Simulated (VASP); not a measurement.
A run of VASP 6.6.1:

The input POSCAR:

```
Ni
1.0
    0.0000000000      2.4182848600      2.4182848600
    2.4182848600      0.0000000000      2.4182848600
    2.4182848600      2.4182848600      0.0000000000
Ni
2
Direct
   -0.1250000000     -0.1250000000     -0.1250000000
    0.1250000000      0.1250000000      0.1250000000
```

INCAR.step1

```
PREC     = Accurate       # precision mode
ENCUT    = 520            # plane-wave cutoff, eV
EDIFF    = 1E-6           # SCF threshold, eV
ISMEAR   = -1             # smearing method
SIGMA    = 0.08           # smearing width, eV
LREAL    = False          # projectors in reciprocal space
LASPH    = True           # aspherical terms in the spheres
NELM     = 150            # most SCF steps
ALGO     = Normal         # electronic algorithm
ISIF     = 2              # what is computed and relaxed
LWAVE    = False          # write WAVECAR
LCHARG   = True           # write CHGCAR
ISPIN    = 2              # spin polarisation
MAGMOM   = 1 1            # initial moments
LMAXMIX  = 4              # l up to which the mixer works
GGA      = PS             # functional
NBANDS   = 21             # bands
```

File KPOINTS.step1:

```
Automatic mesh
0
Gamma
  14 14 14
```

Contents of INCAR.step2:

```
PREC     = Accurate       # precision mode
ENCUT    = 520            # plane-wave cutoff, eV
EDIFF    = 1E-6           # SCF threshold, eV
ISMEAR   = -5             # smearing method
SIGMA    = 0.08           # smearing width, eV
LREAL    = False          # projectors in reciprocal space
LASPH    = True           # aspherical terms in the spheres
NELM     = 150            # most SCF steps
ALGO     = Normal         # electronic algorithm
ISIF     = 2              # what is computed and relaxed
LWAVE    = False          # write WAVECAR
LCHARG   = False          # write CHGCAR
ISPIN    = 2              # spin polarisation
MAGMOM   = 1 1            # initial moments
LORBIT   = 11             # projections on sites
LMAXMIX  = 4              # l up to which the mixer works
GGA      = PS             # functional
NEDOS    = 2001           # points of the DOS
ICHARG   = 11             # starting density
```

File KPOINTS.step2:

```
Automatic mesh
0
Gamma
  21 21 21
```

Potentials or basis: VASP PAW PBE potentials, release 64 (Ni).

The run is started by

```sh
$ cat potpaw_PBE.64/Ni/POTCAR > POTCAR
$ cp INCAR.step1 INCAR
$ cp KPOINTS.step1 KPOINTS
$ mpirun -np 1 vasp_std > vasp.out
$ cp INCAR.step2 INCAR
$ cp KPOINTS.step2 KPOINTS
$ mpirun -np 1 vasp_std > vasp.out
```

Hardware: 1 thread of AMD EPYC 9R45 (Zen 5), on a shared host.

Q: Estimate the wall time of this run.

A: Wall time 4.2 min on 1 thread of AMD EPYC 9R45 (Zen 5) (shared host), peak memory 0.26 GiB. Counts: k points 286.
